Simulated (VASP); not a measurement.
# SiS3 (Pm-3m) in VASP: single point with PBE

Aim: the single point of SiS3 with PBE.

All numbers are computed with VASP 6.6.1; they aren't measurements. Logs are shortened: lines on timing, memory, paths and dates and some standing lists are left out, and cuts for length are marked.

## (1) The cell of the first run

The structure is cubic, space group Pm-3m (No. 221). The conventional cell has a = 4.619 Å, b = 4.619 Å, c = 4.619 Å, α = 90.00°, β = 90.00°, γ = 90.00°. Si (site symmetry m-3m) has 6 S at 2.31 Å within 3.1 Å. Within 3.1 Å of S (site symmetry 4/mmm) lie 2 Si at 2.31 Å.

## (2) Single point, PBE

Input file INCAR:

```
SYSTEM = SiS3
PREC = Accurate
ENCUT = 500
EDIFF = 1E-6
ISMEAR = 0
SIGMA = 0.1
LREAL = .FALSE.
LASPH = .TRUE.
NELM = 120
ALGO = Normal
ISIF = 2
LWAVE = .FALSE.
LCHARG = .FALSE.
GGA = PE
NBANDS = 19
GGA_COMPAT = .FALSE.
```

Input file KPOINTS:

```
Automatic mesh
0
G
  4 4 4
  0 0 0
```

Input file POSCAR:

```
SiS3
1.0
    4.6191917265      0.0000000000      0.0000000000
    0.0000000000      4.6191917265      0.0000000000
    0.0000000000      0.0000000000      4.6191917265
Si S
1 3
Direct
    0.0000000000      0.0000000000      0.0000000000
    0.5000000000      0.0000000000      0.0000000000
    0.0000000000      0.5000000000      0.0000000000
    0.0000000000      0.0000000000      0.5000000000
```

Potentials or basis: VASP PAW PBE potentials, release 64 (Si, S).

Command:

```console
$ cat potpaw_PBE.64/Si/POTCAR potpaw_PBE.64/S/POTCAR > POTCAR
$ mpirun -np 1 vasp_std > vasp.out
```

OUTCAR:

```text
SYSTEM = SiS3
   PREC = Accurate
   ENCUT = 500
   EDIFF = 1E-6
   ISMEAR = 0
   LREAL = .FALSE.
   LASPH = .TRUE.
   NELM = 120
   ISIF = 2
   GGA = PE

 ion  position               nearest neighbor table
   1  0.000  0.000  0.000-   2 2.31   3 2.31   4 2.31   4 2.31   3 2.31   2 2.31
   2  0.500  0.000  0.000-   1 2.31   1 2.31
   3  0.000  0.500  0.000-   1 2.31   1 2.31
   4  0.000  0.000  0.500-   1 2.31   1 2.31

  LATTYP: Found a simple cubic cell.
 ALAT       =     4.6191917265

  Lattice vectors:

 A1 = (   4.6191917265,   0.0000000000,   0.0000000000)
 A2 = (   0.0000000000,   4.6191917265,   0.0000000000)
 A3 = (   0.0000000000,   0.0000000000,   4.6191917265)

Analysis of symmetry for initial positions (statically):
=====================================================================
 Subroutine PRICEL returns:
 Original cell was already a primitive cell.

 Routine SETGRP: Setting up the symmetry group for a
 simple cubic supercell.

 Subroutine GETGRP returns: Found 48 space group operations
 (whereof 48 operations were pure point group operations)
 out of a pool of 48 trial point group operations.

The static configuration has the point symmetry O_h .

Analysis of symmetry for dynamics (positions and initial velocities):
=====================================================================
 Subroutine PRICEL returns:
 Original cell was already a primitive cell.

 Routine SETGRP: Setting up the symmetry group for a
 simple cubic supercell.

 Subroutine GETGRP returns: Found 48 space group operations
 (whereof 48 operations were pure point group operations)
 out of a pool of 48 trial point group operations.

The dynamic configuration has the point symmetry O_h .

 Subroutine INISYM returns: Found 48 space group operations
 (whereof 48 operations are pure point group operations),
 and found     1 'primitive' translations

----------------------------------------------------------------------------------------

                                     Primitive cell

  volume of cell :      98.5594

  direct lattice vectors                    reciprocal lattice vectors
     4.619191727  0.000000000  0.000000000     0.216488091  0.000000000  0.000000000
     0.000000000  4.619191727  0.000000000     0.000000000  0.216488091  0.000000000
     0.000000000  0.000000000  4.619191727     0.000000000  0.000000000  0.216488091

  length of vectors
     4.619191727  4.619191727  4.619191727     0.216488091  0.216488091  0.216488091

  position of ions in fractional coordinates (direct lattice)
     0.000000000  0.000000000  0.000000000
     0.500000000  0.000000000  0.000000000
     0.000000000  0.500000000  0.000000000
     0.000000000  0.000000000  0.500000000

  ion indices of the primitive-cell ions
   primitive index   ion index
                 1           1
                 2           2
                 3           3
                 4           4

----------------------------------------------------------------------------------------

 KPOINTS: Automatic mesh

Automatic generation of k-mesh.
 Grid dimensions read from file:
 generate k-points for:    4    4    4

 Generating k-lattice:

  Cartesian coordinates                     Fractional coordinates (reciprocal lattice)
     0.054122023  0.000000000  0.000000000     0.250000000  0.000000000  0.000000000
     0.000000000  0.054122023  0.000000000     0.000000000  0.250000000  0.000000000
     0.000000000  0.000000000  0.054122023     0.000000000  0.000000000  0.250000000

  Length of vectors
     0.054122023  0.054122023  0.054122023

  Shift w.r.t. Gamma in fractional coordinates (k-lattice)
     0.000000000  0.000000000  0.000000000

 Subroutine IBZKPT returns following result:
 ===========================================

 Found     10 irreducible k-points:

 Following reciprocal coordinates:
            Coordinates               Weight
  0.000000  0.000000  0.000000      1.000000
  0.250000  0.000000  0.000000      6.000000
  0.500000  0.000000  0.000000      3.000000
  0.250000  0.250000  0.000000     12.000000
  0.500000  0.250000  0.000000     12.000000
  0.500000  0.500000  0.000000      3.000000
  0.250000  0.250000  0.250000      8.000000
  0.500000  0.250000  0.250000     12.000000
  0.500000  0.500000  0.250000      6.000000
  0.500000  0.500000  0.500000      1.000000
   k-points           NKPTS =     10   k-points in BZ     NKDIM =     10   number of bands    NBANDS=     19
   number of dos      NEDOS =    301   number of ions     NIONS =      4
   total plane-waves  NPLWV =  46656
   dimension x,y,z NGX =    36 NGY =   36 NGZ =   36
   dimension x,y,z NGXF=    72 NGYF=   72 NGZF=   72
   ions per type =               1   3
   NGX,Y,Z   is equivalent  to a cutoff of  12.96, 12.96, 12.96 a.u.
   NGXF,Y,Z  is equivalent  to a cutoff of  25.91, 25.91, 25.91 a.u.
 SYSTEM =  SiS3
   PREC   = accura    normal or accurate (medium, high low for compatibility)
   ISTART =      0    job   : 0-new  1-cont  2-samecut
   ICHARG =      2    charge: 1-file 2-atom 10-const
   ISPIN  =      1    spin polarized calculation?
   LNONCOLLINEAR =      F non collinear calculations
   LSORBIT =      F    spin-orbit coupling
   LASPH  =      T    aspherical Exc in radial PAW
   ENCUT  =  500.0 eV  36.75 Ry    6.06 a.u.   8.42  8.42  8.42*2*pi/ulx,y,z
   NELM   =    120;   NELMIN=  2; NELMDL= -5     # of ELM steps
   EDIFF  = 0.1E-05   stopping-criterion for ELM
   LREAL  =      F    real-space projection
   EDIFFG = 0.1E-04   stopping-criterion for IOM
   NSW    =      0    number of steps for IOM
   IBRION =     -1    ionic relax: 0-MD 1-quasi-New 2-CG
   NFREE  =      0    steps in history (QN), initial steepest desc. (CG)
   ISIF   =      2    stress and relaxation
   ISYM   =      2    0-nonsym 1-usesym 2-fastsym
   POTIM  = 0.5000    time-step for ionic-motion
   TEBEG  =    0.0;   TEEND  =   0.0 temperature during run
   PSTRESS=    0.0 pullay stress
   NELECT =      22.0000    total number of electrons
   NUPDOWN=      -1.0000    fix difference up-down
   EMIN   =  10.00;   EMAX   =-10.00  energy-range for DOS
   EFERMI =   0.00;   METHOD = LEGACY
   ISMEAR =     0;   SIGMA  =   0.10  broadening in eV -4-tet -1-fermi 0-gaus
   EFERMI_NEDOS =   21; number of points for ismear=-14 and -15
   IALGO  =     38    algorithm
   IMIX   =      4    mixing-type and parameters
     AMIX     =   0.40;   BMIX     =  1.00
     AMIX_MAG =   1.60;   BMIX_MAG =  1.00
  volume/ion in A,a.u.               =      24.64       166.28
  Fermi-wavevector in a.u.,A,eV,Ry     =   0.993077  1.876644 13.418101  0.986203
  Thomas-Fermi vector in A             =   2.124934
   LORBIT       =      0    0 simple, 1 ext, 2 COOP (PROOUT), +10 PAW based schemes
   GGA     = PE    functional components
   LHFCALC =     F    Hartree Fock is set to
   AEXX    =    0.0000 exact exchange contribution
   IVDW    =     0    specifies the selected vdW correction
   LEPSILON=     F    determine dielectric tensor
   LRPA    =     F    only Hartree local field effects (RPA)
 non-spin polarized calculation
 Gauss-broadening in eV      SIGMA  =   0.10
  energy-cutoff  :      500.00
  volume of cell :       98.56
 maximum number of plane-waves:      2522
 NGX is ok and might be reduce to    36
   NGX = 17   NGY = 17   NGZ = 17

 number of electron      21.9999992 magnetization

 Free energy of the ion-electron system (eV)
  ---------------------------------------------------
  ext. energy  EPLUGINS =         0.00000000
  ---------------------------------------------------
  free energy    TOTEN  =       -15.71181707 eV

  energy without entropy =      -15.65714502  energy(sigma->0) =      -15.68448104

 E-fermi :   2.3311     XC(G=0):  -8.3511

 val. band max:        2.3064593101   @ k =   0.5000   0.5000   0.2500
 cond. band min:       2.3488086494   @ k =   0.2500   0.2500   0.0000
 fundamental gap:      0.0423493394
 Fermi energy:         2.3310853181

 k-point     1 :       0.0000    0.0000    0.0000
  band No.  band energies     occupation
      1     -12.2919      2.00000
      2      -9.0278      2.00000
      3      -9.0278      2.00000
      4      -3.6521      2.00000
      5      -3.6521      2.00000
      6      -3.6521      2.00000
[... 11 lines left out ...]
     18      10.2746      0.00000
     19      10.2746      0.00000

 k-point     2 :       0.2500    0.0000    0.0000
  band No.  band energies     occupation
      1     -12.0428      2.00000
      2      -9.5519      2.00000
      3      -9.0119      2.00000
      4      -3.7094      2.00000
      5      -3.5216      2.00000
      6      -3.5216      2.00000
[... 11 lines left out ...]
     18       9.2192      0.00000
     19      10.7989      0.00000

 k-point     3 :       0.5000    0.0000    0.0000
  band No.  band energies     occupation
      1     -11.6662      2.00000
      2     -10.1755      2.00000
      3      -8.9959      2.00000
      4      -3.6963      2.00000
      5      -3.3723      2.00000
      6      -3.3723      2.00000
[... 11 lines left out ...]
     18      11.2068      0.00000
     19      11.2068      0.00000

 k-point     4 :       0.2500    0.2500    0.0000
  band No.  band energies     occupation
      1     -11.7839      2.00000
      2      -9.6488      2.00000
      3      -9.3369      2.00000
      4      -4.7757      2.00000
      5      -3.3879      2.00000
      6      -1.9574      2.00000
[... 99 lines left out ...]
     18      11.0412      0.00000
     19      11.0959      0.00000

 k-point     9 :       0.5000    0.5000    0.2500
  band No.  band energies     occupation
      1     -10.5235      2.00000
      2     -10.0810      2.00000
      3     -10.0810      2.00000
      4      -6.9751      2.00000
      5      -1.1557      2.00000
      6      -1.1481      2.00000
[... 11 lines left out ...]
     18      11.5630      0.00000
     19      11.5630      0.00000

 k-point    10 :       0.5000    0.5000    0.5000
  band No.  band energies     occupation
      1     -10.0498      2.00000
      2     -10.0498      2.00000
      3     -10.0498      2.00000
      4      -8.0895      2.00000
      5      -1.0950      2.00000
      6      -1.0950      2.00000
[... 11 lines left out ...]
     18      12.6063      0.00000
     19      12.6067      0.00000

------------------------ aborting loop because EDIFF is reached ----------------------------------------

  FORCE on cell =-STRESS in cart. coord.  units (eV):
  Direction    XX          YY          ZZ          XY          YZ          ZX
  --------------------------------------------------------------------------------------
  -------------------------------------------------------------------------------------
  Total       -1.5529626     -1.5529626     -1.5529626      0.0000000      0.0000000      0.0000000
  in kB      -25.2448980    -25.2448980    -25.2448980      0.0000000      0.0000000      0.0000000
  external PRESSURE =     -25.2448980 kB  Pullay stress =       0.0000000 kB

 VOLUME and BASIS-vectors are now :
 -----------------------------------------------------------------------------
  energy-cutoff  :      500.00
  volume of cell :       98.56
      direct lattice vectors                 reciprocal lattice vectors
     4.619191727  0.000000000  0.000000000     0.216488091  0.000000000  0.000000000
     0.000000000  4.619191727  0.000000000     0.000000000  0.216488091  0.000000000
     0.000000000  0.000000000  4.619191727     0.000000000  0.000000000  0.216488091

 POSITION                                       TOTAL-FORCE (eV/Angst)
 -----------------------------------------------------------------------------------
      0.00000      0.00000      0.00000         0.000000      0.000000      0.000000
      2.30960      0.00000      0.00000         0.000000      0.000000      0.000000
      0.00000      2.30960      0.00000         0.000000      0.000000      0.000000
      0.00000      0.00000      2.30960         0.000000      0.000000      0.000000
 -----------------------------------------------------------------------------------
    total drift:                                0.000000     -0.000000     -0.000000

  FREE ENERGIE OF THE ION-ELECTRON SYSTEM (eV)
  ---------------------------------------------------
  free  energy   TOTEN  =       -15.7118170675 eV

  energy  without entropy=      -15.6571450161  energy(sigma->0) =      -15.68448104
```

Wall time 9.8 s (1 thread of Intel Xeon 6975P-C (Granite Rapids), shared host); peak memory 0.19 GiB.

What came out:

```
Free energy            : -15.7118 eV
Pressure               : -2.5 GPa
Band gap on the k mesh : zero (band 11 reaches 3.20 eV, above the bottom of band 12 at 1.91 eV)
```

Levels at points of the mesh, in eV from the Fermi level:
| k point | band 8 | band 9 | band 10 | band 11 | band 12 | band 13 | band 14 | band 15 |
| --- | --- | --- | --- | --- | --- | --- | --- | --- |
| (0.00, 0.00, 0.00) | -0.59 | -0.59 | -0.59 | -0.34 | -0.34 | -0.34 | 5.40 | 5.40 |
| (0.50, 0.00, 0.00) | -1.65 | -1.65 | -1.03 | -0.42 | -0.42 | 1.54 | 3.54 | 5.68 |
| (0.50, 0.50, 0.00) | -1.58 | -1.58 | -1.56 | -1.56 | 0.85 | 3.22 | 3.22 | 3.81 |
| (0.50, 0.50, 0.50) | -1.70 | -1.70 | 0.87 | 0.87 | 0.87 | 2.59 | 2.59 | 2.59 |
